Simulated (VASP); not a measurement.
# InGa3P2 (P6/mmm) in VASP: relaxation of cell and atoms with PBE

Aim: the relaxation of cell and atoms of InGa3P2 with PBE.

Everything below comes from runs of VASP 6.6.1. Logs are shortened: lines on timing, memory, paths and dates and some standing lists are left out, and cuts for length are marked.

### 1 The cell of the first run

The structure is hexagonal, space group P6/mmm (No. 191). The conventional cell has a = 5.006 Å, b = 5.006 Å, c = 9.282 Å, α = 90.00°, β = 90.00°, γ = 120.00°. In (site symmetry 6/mmm) has 2 P at 2.39 Å within 3.2 Å. Within 3.8 Å of Ga (site symmetry -6m2) lie 6 Ga at 2.89 Å and 6 P at 3.66 Å. Ga (site symmetry 6/mmm) has 2 P at 2.25 Å and 6 Ga at 2.89 Å within 3.0 Å. Within 3.0 Å of P (site symmetry 6mm) lie 1 Ga at 2.25 Å and 1 In at 2.39 Å.

The cell was generated, and may not be a known phase.

### 2 Relaxation of cell and atoms, PBE

File INCAR:

```
SYSTEM = InGa3P2
PREC = Accurate ; ENCUT = 600
EDIFF = 1E-7 ; ISMEAR = 0
SIGMA = 0.1 ; LREAL = .FALSE.
LASPH = .TRUE. ; NELM = 60
ALGO = Fast ; ISIF = 3
LWAVE = .FALSE. ; LCHARG = .FALSE.
GGA = PE ; IBRION = 2
NSW = 100 ; EDIFFG = -0.01
```

File KPOINTS:

```
Automatic mesh
0
G
  12 12 4
  0 0 0
```

File POSCAR:

```
InGa3P2
1.0
    5.0064546383      0.0000000000      0.0000000000
   -2.5032273192      4.3357168997      0.0000000000
    0.0000000000      0.0000000000      9.2817990669
In Ga P
1 3 2
Direct
    0.0000000000      0.0000000000      0.0000000000
    0.3333333333      0.6666666667      0.5000000000
    0.6666666667      0.3333333333      0.5000000000
    0.0000000000      0.0000000000      0.5000000000
    0.0000000000      0.0000000000      0.7426023921
    0.0000000000      0.0000000000      0.2573976079
```

Potentials or basis: VASP PAW PBE potentials, release 64 (In_d, Ga_d, P).

On the command line:

```sh
cat potpaw_PBE.64/In_d/POTCAR potpaw_PBE.64/Ga_d/POTCAR potpaw_PBE.64/P/POTCAR > POTCAR
mpirun -np 1 vasp_std > vasp.out
```

OUTCAR:

```text
SYSTEM = InGa3P2
   PREC = Accurate
   ENCUT = 600
   EDIFF = 1E-7
   ISMEAR = 0
   LREAL = .FALSE.
   LASPH = .TRUE.
   NELM = 60
   ISIF = 3
   GGA = PE
   IBRION = 2
   NSW = 100
   EDIFFG = -0.01

 ion  position               nearest neighbor table
   1  0.000  0.000  0.000-   5 2.39   6 2.39
   2  0.333  0.667  0.500-   3 2.89   4 2.89   3 2.89   4 2.89   4 2.89   3 2.89
   3  0.667  0.333  0.500-   2 2.89   4 2.89   2 2.89   4 2.89   4 2.89   2 2.89
   4  0.000  0.000  0.500-   5 2.25   6 2.25   2 2.89   3 2.89   3 2.89   2 2.89   3 2.89   2 2.89

   5  0.000  0.000  0.743-   4 2.25   1 2.39
   6  0.000  0.000  0.257-   4 2.25   1 2.39

  LATTYP: Found a hexagonal cell.
 ALAT       =     5.0064546383
 C/A-ratio  =     1.8539664768

  Lattice vectors:

 A1 = (   5.0064546383,   0.0000000000,   0.0000000000)
 A2 = (  -2.5032273192,   4.3357168997,   0.0000000000)
 A3 = (   0.0000000000,   0.0000000000,   9.2817990669)

Analysis of symmetry for initial positions (statically):
=====================================================================
 Subroutine PRICEL returns:
 Original cell was already a primitive cell.

 Routine SETGRP: Setting up the symmetry group for a
 hexagonal supercell.

 Subroutine GETGRP returns: Found 24 space group operations
 (whereof 24 operations were pure point group operations)
 out of a pool of 24 trial point group operations.

The static configuration has the point symmetry D_6h.

Analysis of symmetry for dynamics (positions and initial velocities):
=====================================================================
 Subroutine PRICEL returns:
 Original cell was already a primitive cell.

 Routine SETGRP: Setting up the symmetry group for a
 hexagonal supercell.

 Subroutine GETGRP returns: Found 24 space group operations
 (whereof 24 operations were pure point group operations)
 out of a pool of 24 trial point group operations.

The dynamic configuration has the point symmetry D_6h.

 Subroutine INISYM returns: Found 24 space group operations
 (whereof 24 operations are pure point group operations),
 and found     1 'primitive' translations

----------------------------------------------------------------------------------------

                                     Primitive cell

  volume of cell :     201.4760

  direct lattice vectors                    reciprocal lattice vectors
     5.006454638  0.000000000  0.000000000     0.199742147  0.115321183  0.000000000
    -2.503227319  4.335716900  0.000000000     0.000000000  0.230642365  0.000000000
     0.000000000  0.000000000  9.281799067     0.000000000  0.000000000  0.107737734

  length of vectors
     5.006454638  5.006454638  9.281799067     0.230642365  0.230642365  0.107737734

  position of ions in fractional coordinates (direct lattice)
     0.000000000  0.000000000  0.000000000
     0.333333333  0.666666667  0.500000000
     0.666666667  0.333333333  0.500000000
     0.000000000  0.000000000  0.500000000
     0.000000000  0.000000000  0.742602392
     0.000000000  0.000000000  0.257397608

  ion indices of the primitive-cell ions
   primitive index   ion index
                 1           1
                 2           2
                 3           3
                 4           4
                 5           5
                 6           6

----------------------------------------------------------------------------------------

 KPOINTS: Automatic mesh

Automatic generation of k-mesh.
 Grid dimensions read from file:
 generate k-points for:   12   12    4

 Generating k-lattice:

  Cartesian coordinates                     Fractional coordinates (reciprocal lattice)
     0.016645179  0.009610099  0.000000000     0.083333333 -0.000000000  0.000000000
     0.000000000  0.019220197  0.000000000     0.000000000  0.083333333  0.000000000
     0.000000000  0.000000000  0.026934434     0.000000000  0.000000000  0.250000000

  Length of vectors
     0.019220197  0.019220197  0.026934434

  Shift w.r.t. Gamma in fractional coordinates (k-lattice)
     0.000000000  0.000000000  0.000000000

 Subroutine IBZKPT returns following result:
 ===========================================

 Found     57 irreducible k-points:

 Following reciprocal coordinates:
            Coordinates               Weight
  0.000000  0.000000  0.000000      1.000000
  0.083333  0.000000  0.000000      6.000000
  0.166667  0.000000  0.000000      6.000000
  0.250000  0.000000  0.000000      6.000000
  0.333333  0.000000  0.000000      6.000000
  0.416667  0.000000  0.000000      6.000000
[... 16 lines left out ...]
  0.250000  0.000000  0.250000     12.000000
  0.333333  0.000000  0.250000     12.000000
 [... further k-points ...]
   k-points           NKPTS =     57   k-points in BZ     NKDIM =     57   number of bands    NBANDS=     37
   number of dos      NEDOS =    301   number of ions     NIONS =      6
   total plane-waves  NPLWV = 128000
   dimension x,y,z NGX =    40 NGY =   40 NGZ =   80
   dimension x,y,z NGXF=    80 NGYF=   80 NGZF=  160
   ions per type =               1   3   2
   NGX,Y,Z   is equivalent  to a cutoff of  13.28, 13.28, 14.33 a.u.
   NGXF,Y,Z  is equivalent  to a cutoff of  26.57, 26.57, 28.66 a.u.
 SYSTEM =  InGa3P2
   PREC   = accura    normal or accurate (medium, high low for compatibility)
   ISTART =      0    job   : 0-new  1-cont  2-samecut
   ICHARG =      2    charge: 1-file 2-atom 10-const
   ISPIN  =      1    spin polarized calculation?
   LNONCOLLINEAR =      F non collinear calculations
   LSORBIT =      F    spin-orbit coupling
   LASPH  =      T    aspherical Exc in radial PAW
   ENCUT  =  600.0 eV  44.10 Ry    6.64 a.u.  10.00 10.00 18.54*2*pi/ulx,y,z
   NELM   =     60;   NELMIN=  2; NELMDL= -5     # of ELM steps
   EDIFF  = 0.1E-06   stopping-criterion for ELM
   LREAL  =      F    real-space projection
   EDIFFG = -.1E-01   stopping-criterion for IOM
   NSW    =    100    number of steps for IOM
   IBRION =      2    ionic relax: 0-MD 1-quasi-New 2-CG
   NFREE  =      1    steps in history (QN), initial steepest desc. (CG)
   ISIF   =      3    stress and relaxation
   ISYM   =      2    0-nonsym 1-usesym 2-fastsym
   POTIM  = 0.5000    time-step for ionic-motion
   TEBEG  =    0.0;   TEEND  =   0.0 temperature during run
   PSTRESS=    0.0 pullay stress
   NELECT =      62.0000    total number of electrons
   NUPDOWN=      -1.0000    fix difference up-down
   EMIN   =  10.00;   EMAX   =-10.00  energy-range for DOS
   EFERMI =   0.00;   METHOD = LEGACY
   ISMEAR =     0;   SIGMA  =   0.10  broadening in eV -4-tet -1-fermi 0-gaus
   EFERMI_NEDOS =   21; number of points for ismear=-14 and -15
   IALGO  =     68    algorithm
   IMIX   =      4    mixing-type and parameters
     AMIX     =   0.40;   BMIX     =  1.00
     AMIX_MAG =   1.60;   BMIX_MAG =  1.00
  volume/ion in A,a.u.               =      33.58       226.60
  Fermi-wavevector in a.u.,A,eV,Ry     =   1.105260  2.088638 16.620859  1.221599
  Thomas-Fermi vector in A             =   2.241744
   LORBIT       =      0    0 simple, 1 ext, 2 COOP (PROOUT), +10 PAW based schemes
   GGA     = PE    functional components
   LHFCALC =     F    Hartree Fock is set to
   AEXX    =    0.0000 exact exchange contribution
   IVDW    =     0    specifies the selected vdW correction
   LEPSILON=     F    determine dielectric tensor
   LRPA    =     F    only Hartree local field effects (RPA)
 conjugate gradient relaxation of ions
 non-spin polarized calculation
 RMM-DIIS sequential band-by-band and
 Gauss-broadening in eV      SIGMA  =   0.10
  energy-cutoff  :      600.00
  volume of cell :      201.48
 maximum number of plane-waves:      6758
 NGX is ok and might be reduce to    40
   NGX = 19   NGY = 19   NGZ = 37

--------------------------------------- Ionic step        1  -------------------------------------------

 number of electron      61.9999990 magnetization

 Free energy of the ion-electron system (eV)
  ---------------------------------------------------
  ext. energy  EPLUGINS =         0.00000000
  ---------------------------------------------------
  free energy    TOTEN  =       -18.13346788 eV

  energy without entropy =      -18.12147317  energy(sigma->0) =      -18.12747052

------------------------ aborting loop because EDIFF is reached ----------------------------------------

  FORCE on cell =-STRESS in cart. coord.  units (eV):
  Direction    XX          YY          ZZ          XY          YZ          ZX
  --------------------------------------------------------------------------------------
  -------------------------------------------------------------------------------------
  Total       -0.6008488     -0.6008488      4.0424052      0.0000000     -0.0000000     -0.0000000
  in kB       -4.7780689     -4.7780689     32.1460088      0.0000000     -0.0000000     -0.0000000
  external PRESSURE =       7.5299570 kB  Pullay stress =       0.0000000 kB
[... 101 lines left out ...]
  FREE ENERGIE OF THE ION-ELECTRON SYSTEM (eV)
  ---------------------------------------------------
  free  energy   TOTEN  =       -18.1771493862 eV

  energy  without entropy=      -18.1614721853  energy(sigma->0) =      -18.16931079

[... ionic steps 4 to 7 ...]

--------------------------------------- Ionic step        8  -------------------------------------------

 number of electron      62.0000019 magnetization

------------------------ aborting loop because EDIFF is reached ----------------------------------------

  FORCE on cell =-STRESS in cart. coord.  units (eV):
  Direction    XX          YY          ZZ          XY          YZ          ZX
  --------------------------------------------------------------------------------------
  -------------------------------------------------------------------------------------
  Total       -0.0126219     -0.0126219     -0.1331919      0.0000000     -0.0000000      0.0000000
  in kB       -0.1008493     -0.1008493     -1.0642088      0.0000000     -0.0000000      0.0000000
  external PRESSURE =      -0.4219692 kB  Pullay stress =       0.0000000 kB
[... 65 lines left out ...]
  energy  without entropy=      -18.1704635008  energy(sigma->0) =      -18.17864401

--------------------------------------- Ionic step       10  -------------------------------------------

 number of electron      62.0000019 magnetization

 Free energy of the ion-electron system (eV)
  ---------------------------------------------------
  ext. energy  EPLUGINS =         0.00000000
  ---------------------------------------------------
  free energy    TOTEN  =       -18.18685141 eV

  energy without entropy =      -18.17051287  energy(sigma->0) =      -18.17868214

 E-fermi :   1.8366     XC(G=0):  -7.8029

 val. band max:        1.8172238521   @ k =   0.2500   0.0833   0.0000
 cond. band min:       1.8376884716   @ k =   0.4167   0.1667   0.0000
 fundamental gap:      0.0204646195
 Fermi energy:         1.8366488878

 k-point     1 :       0.0000    0.0000    0.0000
  band No.  band energies     occupation
      1     -13.4821      2.00000
      2     -13.2952      2.00000
      3     -13.2952      2.00000
      4     -13.2935      2.00000
      5     -13.2617      2.00000
      6     -13.2617      2.00000
[... 949 lines left out ...]
     36       4.8611      0.00000
     37       4.9194      0.00000

 [... further k-points ...]

------------------------ aborting loop because EDIFF is reached ----------------------------------------

  FORCE on cell =-STRESS in cart. coord.  units (eV):
  Direction    XX          YY          ZZ          XY          YZ          ZX
  --------------------------------------------------------------------------------------
  -------------------------------------------------------------------------------------
  Total       -0.0167881     -0.0167881     -0.0144463      0.0000000      0.0000000      0.0000000
  in kB       -0.1341872     -0.1341872     -0.1154685      0.0000000      0.0000000      0.0000000
  external PRESSURE =      -0.1279476 kB  Pullay stress =       0.0000000 kB
[... 21 lines left out ...]
  FREE ENERGIE OF THE ION-ELECTRON SYSTEM (eV)
  ---------------------------------------------------
  free  energy   TOTEN  =       -18.1868514104 eV

  energy  without entropy=      -18.1705128714  energy(sigma->0) =      -18.17868214

 reached required accuracy - stopping structural energy minimisation
```

It took 73 min on 1 thread of Oxide Virtual Turin-like, shared host; peak memory 0.68 GiB.

Results:

```
Free energy                           : -18.1869 eV
Relaxed volume                        : 33.41 Å³/atom
Relaxed cell                          : a = 4.940 Å, b = 4.940 Å, c = 9.483 Å, α = 90.00°, β = 90.00°, γ = 120.00°
Space group after relaxing (to 0.1 Å) : P6/mmm (No. 191)
Energy gained by relaxing             : 8.9 meV/atom
Ionic steps                           : 10
Pressure after relaxing               : 0.0 GPa
Largest force after relaxing          : 0.009 eV/Å
Band gap on the k mesh                : zero (bands 31 and 32 overlap by 0.82 eV)
```

Forces in eV/Å, atoms in the order of the input:
```
In   0.000  0.000  0.000
Ga   0.000  0.000  0.000
Ga   0.000  0.000  0.000
Ga   0.000  0.000  0.000
P    0.000  0.000  0.009
P    0.000  0.000 -0.009
```

The path:
| step | energy change (eV) | largest force (eV/Å) | pressure (GPa) | volume (Å³) |
| --- | --- | --- | --- | --- |
| 1 | 0.0000 | 0.2030 | 0.75 | 201.48 |
| 2 | -0.0323 | 0.2306 | -0.85 | 206.02 |
| 3 | -0.0437 | 0.2071 | -0.35 | 204.43 |
| 4 | -0.0503 | 0.1053 | -0.21 | 202.69 |
| 5 | -0.0527 | 0.0762 | 0.13 | 199.64 |
| 6 | -0.0532 | 0.0178 | 0.01 | 200.61 |
| 7 | -0.0532 | 0.0224 | 0.03 | 200.53 |
| 8 | -0.0533 | 0.0103 | -0.04 | 200.52 |
| 9 | -0.0534 | 0.0150 | -0.01 | 200.53 |
| 10 | -0.0534 | 0.0090 | -0.01 | 200.45 |

Final structure:
```yaml
crystal:
  lattice:
    - [4.94047, 0.00000, 0.00000]
    - [-2.47023, 4.27857, 0.00000]
    - [0.00000, 0.00000, 9.48277]
  atoms:
    - { symbol: In, position: [0.00000, 0.00000, 0.00000] }
    - { symbol: Ga, position: [0.33333, 0.66667, 0.50000] }
    - { symbol: Ga, position: [0.66667, 0.33333, 0.50000] }
    - { symbol: Ga, position: [0.00000, 0.00000, 0.50000] }
    - { symbol: P, position: [0.00000, 0.00000, 0.73966] }
    - { symbol: P, position: [0.00000, 0.00000, 0.26034] }
```

Levels at points of the mesh, in eV from the Fermi level:
| k point | band 27 | band 28 | band 29 | band 30 | band 31 | band 32 | band 33 | band 34 | band 35 | band 36 |
| --- | --- | --- | --- | --- | --- | --- | --- | --- | --- | --- |
| (0.00, 0.00, 0.00) | -1.81 | -1.57 | -1.52 | -0.27 | -0.27 | -0.27 | -0.27 | 0.76 | 0.97 | 0.97 |
| (0.50, 0.00, 0.00) | -3.20 | -2.06 | -1.83 | -1.34 | -0.51 | -0.04 | 1.82 | 2.20 | 2.67 | 3.14 |
| (0.00, 0.00, 0.50) | -1.73 | -1.57 | -0.63 | -0.63 | -0.27 | -0.27 | -0.26 | 1.30 | 1.31 | 1.61 |
| (0.50, 0.00, 0.50) | -3.18 | -2.17 | -0.90 | -0.55 | 0.55 | 0.56 | 0.62 | 0.75 | 2.24 | 3.01 |

Caveat: spin-orbit coupling is left out, which moves the levels of the heavy elements.

The gap in the log of VASP goes by the Fermi energy; the results here count the filled bands.